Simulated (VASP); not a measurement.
Write the native input for VASP 6.6.1 that does the following.

```yaml
Task: electric field gradients
Functional: PBEsol
Potentials_or_basis: VASP PAW PBE potentials, release 64 (Ga_d, P)
Cutoff: 520 eV
k_mesh: 12 × 12 × 12
Occupations: fermi-dirac, width 0.08 eV
Spin: no spin polarisation
Dipole_correction: no
Further_INCAR_settings: ALGO = Normal; EDIFF = 1e-08; NBANDS = 16
```

The structure of GaP lies in POSCAR:

```
GaP
1.0
    0.0000000000      2.7611126653      2.7611126653
    2.7611126653      0.0000000000      2.7611126653
    2.7611126653      2.7611126653      0.0000000000
Ga P
1 1
Direct
    0.0000000000      0.0000000000      0.0000000000
    0.7500000000      0.7500000000      0.7500000000
```

This cell differs from its parent crystal: volume scaled by 1.04.

The input as run:

INCAR

```
SYSTEM = GaP
ALGO = Normal
EDIFF = 1E-8
ENCUT = 520
GGA = PS
ISIF = 2
ISMEAR = -1
LASPH = .True.
LCHARG = .False.
LEFG = .True.
LREAL = .False.
LWAVE = .False.
NBANDS = 16
NELM = 80
PREC = Accurate
SIGMA = 0.08
```

KPOINTS

```
k-points
0
Gamma
  12 12 12
  0 0 0
```

Potentials or basis: VASP PAW PBE potentials, release 64 (Ga_d, P).

The run is started by

```bash
$ cat potpaw_PBE.64/Ga_d/POTCAR potpaw_PBE.64/P/POTCAR > POTCAR
$ mpirun -np 1 vasp_std > vasp.out
```

It gave:

```yaml
Pressure: -3.5 GPa
Band_gap_on_the_k_mesh: 1.43 eV, direct
```

Caveat: without QUAD_EFG the Cq values of the log hold for a quadrupole moment of 1 mb, not for the nuclei; the PAW data sets were made with another functional, which shifts forces and pressure a little.

It took 25 s on 1 thread of Intel(R) Xeon(R) 6975P-C (Granite Rapids) (shared host), peak memory 0.19 GiB.
